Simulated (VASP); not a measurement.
Here is a VASP 6.6.1 calculation.

INCAR

```
PREC     = Accurate       # precision mode
ENCUT    = 520            # plane-wave cutoff, eV
EDIFF    = 1E-6           # SCF threshold, eV
ISMEAR   = -1             # smearing method
SIGMA    = 0.1            # smearing width, eV
LREAL    = F              # projectors in reciprocal space
LASPH    = T              # aspherical terms in the spheres
NELM     = 100            # most SCF steps
ALGO     = Normal         # electronic algorithm
ISIF     = 2              # what is computed and relaxed
LWAVE    = F              # write WAVECAR
LCHARG   = T              # write CHGCAR
GGA      = PE             # functional
IVDW     = 12             # dispersion correction
LELF     = T              # ELF
LVHAR    = T            
NBANDS   = 66             # bands
```

Contents of KPOINTS:

```
regular mesh
0
Gamma
  4 4 1
```

File POSCAR:

```
GaOs12
1.0
    5.4800000000      0.0000000000      0.0000000000
    2.7400000000      4.7458190000      0.0000000000
    0.0000000000      0.0000000000     16.3264600000
Os Ga
12 1
Direct
    0.0000000000      0.0000000000      0.0612502649
    0.5000000000      0.0000000000      0.0612502649
   -0.0000000527      0.5000001054      0.0612502649
    0.4999999473      0.5000001054      0.0612502649
   -0.1655880547      0.3322969123      0.1892295084
    0.3332952280      0.3323135585      0.1892290797
   -0.1652752169      0.8305967842      0.1888551468
    0.3340258103      0.8319367005      0.1892514360
   -0.0064079160     -0.0061677447      0.3186786970
    0.5126652479     -0.0063078680      0.3186867208
   -0.0023266139      0.5044473883      0.3191382578
    0.5015672211      0.4970943898      0.3173303337
    0.1888827487      1.1226020209      0.4447718611
```

Potentials or basis: VASP PAW PBE potentials, release 64 (Os, Ga_d).

Command:

```sh
$ cat potpaw_PBE.64/Os/POTCAR potpaw_PBE.64/Ga_d/POTCAR > POTCAR
$ mpirun -np 1 vasp_std > vasp.out
```

Q: What does it give for the dispersion energy per atom?

A: -0.416 eV.

Q: Estimate the largest force.

A: 0.125 eV/Å.

Q: What does it give for the band gap on the k mesh?

A: Zero (an odd number of electrons rules out a gap without spin polarisation).

Forces in eV/Å, atoms in the order of the input:
```
Os   0.068  0.016  0.064
Os  -0.068  0.016  0.067
Os   0.000 -0.103 -0.020
Os   0.000 -0.049 -0.078
Os  -0.001  0.002 -0.009
Os   0.001  0.002 -0.007
Os  -0.001 -0.003 -0.017
Os   0.000 -0.004 -0.006
Os  -0.023 -0.023  0.000
Os   0.023 -0.017 -0.002
Os   0.005  0.030  0.003
Os  -0.005  0.007  0.009
Ga  -0.001  0.125 -0.003
```

Caveat: there is no dipole correction, which matters where the two faces differ; spin-orbit coupling is left out, which moves the levels of the heavy elements.
